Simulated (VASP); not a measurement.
Wanted: the native input for a VASP 6.6.1 run.

| Quantity | Value |
| --- | --- |
| Task | single point |
| Functional | LDA |
| Potentials or basis | VASP PAW LDA potentials, release 64 (Ga_d) |
| Cutoff | 520 eV |
| k mesh | 16 × 16 × 16 |
| Occupations | fermi-dirac, width 0.05 eV |
| Spin | no spin polarisation |
| Dipole correction | no |
| Further INCAR settings | ALGO = Normal; EDIFF = 1e-07; NBANDS = 12 |

The structure of Ga lies in POSCAR:

```
Ga
1.0
   -1.4352138863      1.4352138863      1.4352138863
    1.4352138863     -1.4352138863      1.4352138863
    1.4352138863      1.4352138863     -1.4352138863
Ga
1
Direct
    0.0000000000      0.0000000000      0.0000000000
```

This cell differs from its parent crystal: volume scaled by 0.68.

The input as run:

INCAR

```
PREC = Accurate ; ENCUT = 520
EDIFF = 1E-7 ; ISMEAR = -1
SIGMA = 0.05 ; LREAL = F
LASPH = T ; NELM = 100
ALGO = Normal ; ISIF = 2
LWAVE = F ; LCHARG = F
GGA = CA ; NBANDS = 12
```

KPOINTS

```
Automatic mesh
0
Gamma
  16 16 16
```

Potentials or basis: VASP PAW LDA potentials, release 64 (Ga_d).

Run with:

```sh
$ cat potpaw_LDA.64/Ga_d/POTCAR > POTCAR
$ mpirun -np 1 vasp_std > vasp.out
```

Results of the run:

```yaml
Pressure: 63.0 GPa
```

It took 5.9 s on 1 thread of Intel(R) Xeon(R) 6975P-C (Granite Rapids), on a shared host, peak memory 0.12 GiB.
